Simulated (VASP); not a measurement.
## Os: single point with PBE

The system is Os.

```xyz
2
Lattice="0.0000 2.6624 2.6624 2.6624 0.0000 2.6624 2.6624 2.6624 0.0000" Properties=species:S:1:pos:R:3 pbc="T T T"
Os    0.6656    0.6656    0.6656
Os    4.6591    4.6591    4.6591
```

This cell differs from its parent crystal: volume scaled by 0.88.

```json
{
 "Program": "VASP 6.6.1",
 "Task": "single point",
 "Functional": "PBE",
 "Potentials or basis": "VASP PAW PBE potentials, release 64 (Os)",
 "Cutoff": "520 eV",
 "k mesh": "11 × 11 × 11",
 "Occupations": "fermi-dirac, width 0.1 eV",
 "Spin": "no spin polarisation"
}
```

| Item | Value |
| --- | --- |
| Pressure | 33.1 GPa |
| Band gap on the k mesh | zero (band 8 reaches 6.30 eV, above the bottom of band 9 at 5.12 eV) |

Levels at points of the mesh, in eV from the Fermi level:
| k point | band 6 | band 7 | band 8 | band 9 | band 10 | band 11 |
| --- | --- | --- | --- | --- | --- | --- |
| (0.00, 0.00, 0.00) | -4.02 | -0.62 | -0.62 | -0.62 | 3.13 | 3.13 |

Wall time 12 s on 1 thread of Intel(R) Xeon(R) 6975P-C (Granite Rapids) (shared host), peak memory 0.16 GiB.

Caveat: spin-orbit coupling is left out, which moves the levels of the heavy elements.
